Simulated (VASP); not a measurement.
Write the native input for VASP 6.6.1 that does the following.

* Task: single point
* Functional: PBE
* Potentials or basis: VASP PAW PBE potentials, release 64 (Si, Mo_sv)
* Cutoff: 520 eV
* k mesh: 8 × 8 × 8
* Occupations: gaussian, width 0.15 eV
* Spin: no spin polarisation
* Dipole correction: no
* Further INCAR settings: ALGO = Fast; EDIFF = 1e-06; NBANDS = 56

The structure of SiMo3 lies in POSCAR:

```
SiMo3
1.0
    4.9064535172      0.0000000000      0.0000000000
    0.0000000000      4.9064535172      0.0000000000
    0.0000000000      0.0000000000      4.9064535172
Si Mo
2 6
Direct
    0.0000000000      0.0000000000      0.0244575842
    0.5000000000      0.5000000000      0.5000000000
    0.2500000000      0.0000000000      0.5000000000
    0.5000000000      0.7500000000      0.0000000000
    0.7500000000      0.0000000000      0.5000000000
    0.5000000000      0.2500000000      0.0000000000
    0.0000000000      0.5000000000      0.7500000000
    0.0000000000      0.5000000000      0.2500000000
```

This cell differs from its parent crystal: atom 1 (Si) moved +0.120 Å along Cartesian [0 0 1].

One way to write it, as run:

INCAR

```
SYSTEM = SiMo3
PREC = Accurate
ENCUT = 520
EDIFF = 1E-6
ISMEAR = 0
SIGMA = 0.15
LREAL = .FALSE.
LASPH = .TRUE.
NELM = 80
ALGO = Fast
ISIF = 2
LWAVE = .FALSE.
LCHARG = .FALSE.
GGA = PE
NBANDS = 56
```

KPOINTS

```
regular mesh
0
G
  8 8 8
  0 0 0
```

Potentials or basis: VASP PAW PBE potentials, release 64 (Si, Mo_sv).

Launch:

```sh
$ cat potpaw_PBE.64/Si/POTCAR potpaw_PBE.64/Mo_sv/POTCAR > POTCAR
$ mpirun -np 1 vasp_std > vasp.out
```

Results of the run:

```json
{
  "Pressure": "0.8 GPa",
  "Largest force": "1.131 eV/Å",
  "Band gap on the k mesh": "zero (band 46 reaches 13.82 eV, above the bottom of band 47 at 11.42 eV)"
}
```

Caveat: the cell differs from its parent crystal (atom 1 (Si) moved +0.120 Å along Cartesian [0 0 1]); forces of over 1 eV/Å act on the atoms, so gaps and moduli don't describe the material at rest.

Run time: 10 min on 1 thread of Intel(R) Xeon(R) Platinum 8488C (Sapphire Rapids), with other jobs on the host, peak memory 0.62 GiB.
